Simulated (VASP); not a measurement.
Wanted: the native input for a VASP 6.6.1 run.

* Task: single point
* Functional: PBE
* Potentials or basis: VASP PAW PBE potentials, release 64 (Fe)
* Cutoff: 520 eV
* k mesh: 17 × 17 × 17
* Occupations: fermi-dirac, width 0.05 eV
* Spin: collinear spin, ferromagnetic start
* Starting moments: [2.618] μB
* Dipole correction: no
* Further INCAR settings: ALGO = Normal; EDIFF = 1e-06; NBANDS = 14

The structure of Fe lies in POSCAR:

```
Fe
1.0
    0.0000000000      1.7449007164      1.7449007164
    1.7449007164      0.0000000000      1.7449007164
    1.7449007164      1.7449007164      0.0000000000
Fe
1
Direct
    0.0000000000      0.0000000000      0.0000000000
```

This isn't the form of Fe at room conditions, which is bcc.

One way to write it, as run:

INCAR

```
  PREC = Accurate
  ENCUT = 520
  EDIFF = 1E-6
  ISMEAR = -1
  SIGMA = 0.05
  LREAL = False
  LASPH = True
  NELM = 150
  ALGO = Normal
  ISIF = 2
  LWAVE = False
  LCHARG = False
  ISPIN = 2
  MAGMOM = 2.618
  LORBIT = 11
  LMAXMIX = 4
  GGA = PE
  NBANDS = 14
```

KPOINTS

```
regular mesh
0
Gamma
  17 17 17
```

Potentials or basis: VASP PAW PBE potentials, release 64 (Fe).

Command:

```console
$ cat potpaw_PBE.64/Fe/POTCAR > POTCAR
$ mpirun -np 1 vasp_std > vasp.out
```

Results of the run:

```json
{"Pressure": "-2.0 GPa", "Net moment": "1.04 μB per cell", "Site moments": "Fe +1.03 μB", "Valence electrons inside the program's atomic spheres": "Fe 7.41"}
```

Run time: 44 s on 1 thread of Intel(R) Xeon(R) Platinum 8488C (Sapphire Rapids), on a shared host, peak memory 0.15 GiB.
